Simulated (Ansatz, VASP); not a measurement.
# One calculation of Al3InSb4, two programs

```
CELL_PARAMETERS angstrom
4.47206 0.00000 0.00000
0.00000 8.94066 0.00000
0.00000 0.00000 6.31724
ATOMIC_POSITIONS crystal
Al 0.00000 0.00000 0.99955
Al 0.50000 0.24332 0.49997
Al 0.50000 0.75668 0.49997
In 0.00000 0.50000 0.99996
Sb 0.50000 0.00000 0.24304
Sb 0.00000 0.23877 0.74119
Sb 0.50000 0.50000 0.27514
Sb 0.00000 0.76123 0.74119
```

Alike in both runs: task single point; functional r2SCAN; k mesh 6 × 4 × 4; occupations gaussian, width 0.02 eV; no spin polarisation.

|  | VASP | Ansatz |
| --- | --- | --- |
| version | VASP 6.6.1 | Ansatz 0.2.0 |
| potentials or method | VASP PAW PBE potentials, release 64 (Al, In_d, Sb), cutoff 520 eV | scalar-relativistic, plane waves, PAW |
| valence electrons in the cell | 42 | 82 |

```tsv
	VASP	Ansatz	Ansatz less VASP
gap on the k mesh at the Fermi level (eV)	1.15	1.16	+0.009
least direct gap on the mesh (eV)	1.23	1.24	+0.004
pressure (GPa)	-1.2	-1.3	-0.10
rms of the force components (eV/Å)	0.020	0.017	-0.0030
```

VASP's potentials were made for PBE, not for r2SCAN. Atom by atom the forces differ by 0.003 eV/Å (rms over components). VASP's potentials hold 42 valence electrons a cell and Ansatz's 82, so a difference there can come from the potentials and not from the codes.

Neither program's run includes spin-orbit coupling.
